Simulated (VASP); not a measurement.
# AlN in VASP: a series of runs

Runs on AlN. Level: PBE. Tasks: single point.

Program: VASP 6.6.1. These are calculated values, not measurements. Logs are shortened: lines on timing, memory, paths and dates and some standing lists are left out, and cuts for length are marked.

### 1 The cell of the first run

It takes space group F-43m (No. 216, cubic). The conventional cell has a = 4.239 Å, b = 4.239 Å, c = 4.239 Å, α = 90.00°, β = 90.00°, γ = 90.00°. Within 2.4 Å of Al (site symmetry -43m) lie 4 N at 1.84 Å. N (site symmetry -43m) has 4 Al at 1.84 Å within 2.4 Å.

### 2 Single point, PBE (strain -3.0%)

Contents of INCAR:

```
ALGO = Normal
EDIFF = 1E-6
ENCUT = 520
GGA = PE
ISIF = 2
ISMEAR = -1
LASPH = T
LCHARG = T
LELF = T
LREAL = F
LVHAR = T
LWAVE = F
NBANDS = 11
NELM = 60
PREC = Accurate
SIGMA = 0.02
```

Contents of KPOINTS:

```
k-points
0
Gamma
  10 10 10
```

Contents of POSCAR:

```
AlN
1.0
    0.0000000000      2.1193301204      2.1193301204
    2.1193301204      0.0000000000      2.1193301204
    2.1193301204      2.1193301204      0.0000000000
Al N
1 1
Direct
    0.0000000000      0.0000000000      0.0000000000
    0.2500000000      0.2500000000      0.2500000000
```

Potentials or basis: VASP PAW PBE potentials, release 64 (Al, N).

Run with:

```
$ cat potpaw_PBE.64/Al/POTCAR potpaw_PBE.64/N/POTCAR > POTCAR
$ mpirun -np 1 vasp_std > vasp.out
```

OUTCAR:

```text
EDIFF = 1E-6
   ENCUT = 520
   GGA = PE
   ISIF = 2
   ISMEAR = -1
   LASPH = T
   LREAL = F
   NELM = 60
   PREC = Accurate

 ion  position               nearest neighbor table
   1  0.000  0.000  0.000-   2 1.84   2 1.84   2 1.84   2 1.84
   2  0.250  0.250  0.250-   1 1.84   1 1.84   1 1.84   1 1.84

  LATTYP: Found a face centered cubic cell.
 ALAT       =     4.2386602408

  Lattice vectors:

 A1 = (   0.0000000000,   2.1193301204,   2.1193301204)
 A2 = (   2.1193301204,   0.0000000000,   2.1193301204)
 A3 = (   2.1193301204,   2.1193301204,   0.0000000000)

Analysis of symmetry for initial positions (statically):
=====================================================================
 Subroutine PRICEL returns:
 Original cell was already a primitive cell.

 Routine SETGRP: Setting up the symmetry group for a
 face centered cubic supercell.

 Subroutine GETGRP returns: Found 24 space group operations
 (whereof 24 operations were pure point group operations)
 out of a pool of 48 trial point group operations.

The static configuration has the point symmetry T_d .

Analysis of symmetry for dynamics (positions and initial velocities):
=====================================================================
 Subroutine PRICEL returns:
 Original cell was already a primitive cell.

 Routine SETGRP: Setting up the symmetry group for a
 face centered cubic supercell.

 Subroutine GETGRP returns: Found 24 space group operations
 (whereof 24 operations were pure point group operations)
 out of a pool of 48 trial point group operations.

The dynamic configuration has the point symmetry T_d .

 Subroutine INISYM returns: Found 24 space group operations
 (whereof 24 operations are pure point group operations),
 and found     1 'primitive' translations

----------------------------------------------------------------------------------------

                                     Primitive cell

  volume of cell :      19.0382

  direct lattice vectors                    reciprocal lattice vectors
     0.000000000  2.119330120  2.119330120    -0.235923604  0.235923604  0.235923604
     2.119330120  0.000000000  2.119330120     0.235923604 -0.235923604  0.235923604
     2.119330120  2.119330120  0.000000000     0.235923604  0.235923604 -0.235923604

  length of vectors
     2.997185399  2.997185399  2.997185399     0.408631669  0.408631669  0.408631669

  position of ions in fractional coordinates (direct lattice)
     0.000000000  0.000000000  0.000000000
     0.250000000  0.250000000  0.250000000

  ion indices of the primitive-cell ions
   primitive index   ion index
                 1           1
                 2           2

----------------------------------------------------------------------------------------

 KPOINTS: k-points

Automatic generation of k-mesh.
 Grid dimensions read from file:
 generate k-points for:   10   10   10

 Generating k-lattice:

  Cartesian coordinates                     Fractional coordinates (reciprocal lattice)
    -0.023592360  0.023592360  0.023592360     0.100000000  0.000000000  0.000000000
     0.023592360 -0.023592360  0.023592360     0.000000000  0.100000000  0.000000000
     0.023592360  0.023592360 -0.023592360     0.000000000  0.000000000  0.100000000

  Length of vectors
     0.040863167  0.040863167  0.040863167

  Shift w.r.t. Gamma in fractional coordinates (k-lattice)
     0.000000000  0.000000000  0.000000000

 Subroutine IBZKPT returns following result:
 ===========================================

 Found     47 irreducible k-points:

 Following reciprocal coordinates:
            Coordinates               Weight
  0.000000  0.000000  0.000000      1.000000
  0.100000  0.000000  0.000000      8.000000
  0.200000  0.000000  0.000000      8.000000
  0.300000  0.000000  0.000000      8.000000
  0.400000  0.000000  0.000000      8.000000
  0.500000  0.000000  0.000000      4.000000
[... 16 lines left out ...]
  0.300000  0.300000  0.000000      6.000000
  0.400000  0.300000  0.000000     24.000000
 [... further k-points ...]
   k-points           NKPTS =     47   k-points in BZ     NKDIM =     47   number of bands    NBANDS=     11
   number of dos      NEDOS =    301   number of ions     NIONS =      2
   total plane-waves  NPLWV =  13824
   dimension x,y,z NGX =    24 NGY =   24 NGZ =   24
   dimension x,y,z NGXF=    48 NGYF=   48 NGZF=   48
   ions per type =               1   1
   NGX,Y,Z   is equivalent  to a cutoff of  13.31, 13.31, 13.31 a.u.
   NGXF,Y,Z  is equivalent  to a cutoff of  26.62, 26.62, 26.62 a.u.
 SYSTEM =  unknown system
   PREC   = accura    normal or accurate (medium, high low for compatibility)
   ISTART =      0    job   : 0-new  1-cont  2-samecut
   ICHARG =      2    charge: 1-file 2-atom 10-const
   ISPIN  =      1    spin polarized calculation?
   LNONCOLLINEAR =      F non collinear calculations
   LSORBIT =      F    spin-orbit coupling
   LASPH  =      T    aspherical Exc in radial PAW
   ENCUT  =  520.0 eV  38.22 Ry    6.18 a.u.   5.57  5.57  5.57*2*pi/ulx,y,z
   NELM   =     60;   NELMIN=  2; NELMDL= -5     # of ELM steps
   EDIFF  = 0.1E-05   stopping-criterion for ELM
   LREAL  =      F    real-space projection
   EDIFFG = 0.1E-04   stopping-criterion for IOM
   NSW    =      0    number of steps for IOM
   IBRION =     -1    ionic relax: 0-MD 1-quasi-New 2-CG
   NFREE  =      0    steps in history (QN), initial steepest desc. (CG)
   ISIF   =      2    stress and relaxation
   ISYM   =      2    0-nonsym 1-usesym 2-fastsym
   POTIM  = 0.5000    time-step for ionic-motion
   TEBEG  =    0.0;   TEEND  =   0.0 temperature during run
   PSTRESS=    0.0 pullay stress
   NELECT =       8.0000    total number of electrons
   NUPDOWN=      -1.0000    fix difference up-down
   EMIN   =  10.00;   EMAX   =-10.00  energy-range for DOS
   EFERMI =   0.00;   METHOD = LEGACY
   ISMEAR =    -1;   SIGMA  =   0.02  broadening in eV -4-tet -1-fermi 0-gaus
   EFERMI_NEDOS =   21; number of points for ismear=-14 and -15
   IALGO  =     38    algorithm
   IMIX   =      4    mixing-type and parameters
     AMIX     =   0.40;   BMIX     =  1.00
     AMIX_MAG =   1.60;   BMIX_MAG =  1.00
  volume/ion in A,a.u.               =       9.52        64.24
  Fermi-wavevector in a.u.,A,eV,Ry     =   1.226204  2.317190 20.457412  1.503577
  Thomas-Fermi vector in A             =   2.361214
   LORBIT       =      0    0 simple, 1 ext, 2 COOP (PROOUT), +10 PAW based schemes
   GGA     = PE    functional components
   LHFCALC =     F    Hartree Fock is set to
   AEXX    =    0.0000 exact exchange contribution
   IVDW    =     0    specifies the selected vdW correction
   LEPSILON=     F    determine dielectric tensor
   LRPA    =     F    only Hartree local field effects (RPA)
 non-spin polarized calculation
  energy-cutoff  :      520.00
  volume of cell :       19.04
 maximum number of plane-waves:       532
 NGX is ok and might be reduce to    24
   NGX = 11   NGY = 11   NGZ = 11

 number of electron       7.9999999 magnetization

 Free energy of the ion-electron system (eV)
  ---------------------------------------------------
  ext. energy  EPLUGINS =         0.00000000
  ---------------------------------------------------
  free energy    TOTEN  =       -14.66950416 eV

  energy without entropy =      -14.66950416  energy(sigma->0) =      -14.66950416

 E-fermi :   7.3415     XC(G=0): -11.3335

 val. band max:        6.8531579165   @ k =   0.0000   0.0000   0.0000
 cond. band min:      10.2120261450   @ k =   0.5000   0.5000   0.0000
 fundamental gap:      3.3588682285
 Fermi energy:         7.3414934732

 k-point     1 :       0.0000    0.0000    0.0000
  band No.  band energies     occupation
      1      -8.6686      2.00000
      2       6.8532      2.00000
      3       6.8532      2.00000
      4       6.8532      2.00000
      5      11.8727      0.00000
      6      20.3340      0.00000
      7      20.3340      0.00000
      8      20.3340      0.00000
      9      25.2790      0.00000
     10      25.2790      0.00000
     11      26.8704      0.00000

 k-point     2 :       0.1000    0.0000    0.0000
  band No.  band energies     occupation
      1      -8.5061      2.00000
      2       6.0379      2.00000
      3       6.8009      2.00000
      4       6.8009      2.00000
      5      12.5104      0.00000
      6      19.9387      0.00000
      7      20.4784      0.00000
      8      20.4784      0.00000
      9      23.9548      0.00000
     10      23.9548      0.00000
     11      26.0416      0.00000

 k-point     3 :       0.2000    0.0000    0.0000
  band No.  band energies     occupation
      1      -8.0415      2.00000
      2       4.3580      2.00000
      3       6.6705      2.00000
      4       6.6705      2.00000
      5      13.6280      0.00000
      6      19.1005      0.00000
      7      20.3173      0.00000
      8      20.3173      0.00000
      9      23.4728      0.00000
     10      23.4728      0.00000
     11      25.2060      0.00000

 k-point     4 :       0.3000    0.0000    0.0000
  band No.  band energies     occupation
      1      -7.3594      2.00000
      2       2.5893      2.00000
      3       6.5207      2.00000
      4       6.5207      2.00000
      5      14.4734      0.00000
      6      18.2570      0.00000
      7      19.4958      0.00000
      8      19.4958      0.00000
      9      24.7214      0.00000
     10      24.7214      0.00000
     11      25.1437      0.00000
[... 239 lines left out ...]
 k-point    22 :      -0.2000    0.2000    0.0000
  band No.  band energies     occupation
      1      -7.1358      2.00000
      2       2.9282      2.00000
      3       5.0661      2.00000
      4       6.6045      2.00000
      5      15.0951      0.00000
      6      17.5071      0.00000
      7      19.1648      0.00000
      8      20.0126      0.00000
      9      22.6504      0.00000
     10      26.4897      0.00000
     11      29.3048      0.00000

 k-point    23 :       0.3000    0.3000    0.0000
  band No.  band energies     occupation
      1      -6.9377      2.00000
      2       3.2168      2.00000
      3       5.5483      2.00000
      4       5.5483      2.00000
      5      12.4704      0.00000
      6      17.1587      0.00000
      7      19.8038      0.00000
      8      22.4170      0.00000
      9      22.4170      0.00000
     10      28.1544      0.00000
     11      32.1995      0.00000

 k-point    24 :       0.4000    0.3000    0.0000
  band No.  band energies     occupation
      1      -6.4071      2.00000
      2       2.5155      2.00000
      3       5.0576      2.00000
      4       5.3777      2.00000
      5      11.9668      0.00000
      6      16.9826      0.00000
      7      20.2634      0.00000
      8      22.4586      0.00000
      9      23.0479      0.00000
     10      29.2319      0.00000
     11      31.9716      0.00000

 [... further k-points ...]
[... 5 lines left out ...]
  --------------------------------------------------------------------------------------
  -------------------------------------------------------------------------------------
  Total        3.2423500      3.2423500      3.2423500      0.0000000      0.0000000      0.0000000
  in kB      272.8629992    272.8629992    272.8629992      0.0000000      0.0000000      0.0000000
  external PRESSURE =     272.8629992 kB  Pullay stress =       0.0000000 kB

 VOLUME and BASIS-vectors are now :
 -----------------------------------------------------------------------------
  energy-cutoff  :      520.00
  volume of cell :       19.04
      direct lattice vectors                 reciprocal lattice vectors
     0.000000000  2.119330120  2.119330120    -0.235923604  0.235923604  0.235923604
     2.119330120  0.000000000  2.119330120     0.235923604 -0.235923604  0.235923604
     2.119330120  2.119330120  0.000000000     0.235923604  0.235923604 -0.235923604

 POSITION                                       TOTAL-FORCE (eV/Angst)
 -----------------------------------------------------------------------------------
      0.00000      0.00000      0.00000        -0.000000     -0.000000     -0.000000
      1.05967      1.05967      1.05967         0.000000      0.000000      0.000000
 -----------------------------------------------------------------------------------
    total drift:                                0.000000      0.000000      0.000000

  FREE ENERGIE OF THE ION-ELECTRON SYSTEM (eV)
  ---------------------------------------------------
  free  energy   TOTEN  =       -14.6695041642 eV

  energy  without entropy=      -14.6695041642  energy(sigma->0) =      -14.66950416
```

Run time: 8.1 s. Hardware: 1 thread of Intel Xeon 6975P-C, shared host; peak memory 0.13 GiB.

Results:

| Quantity | Value |
| --- | --- |
| Free energy | -14.6695 eV |
| Pressure | 27.3 GPa |
| Band gap on the k mesh | 3.36 eV, indirect (least direct gap 5.02 eV) |

Caveat: the cell differs from its parent crystal (strain -3.0%).

[end of part 1 of 2]
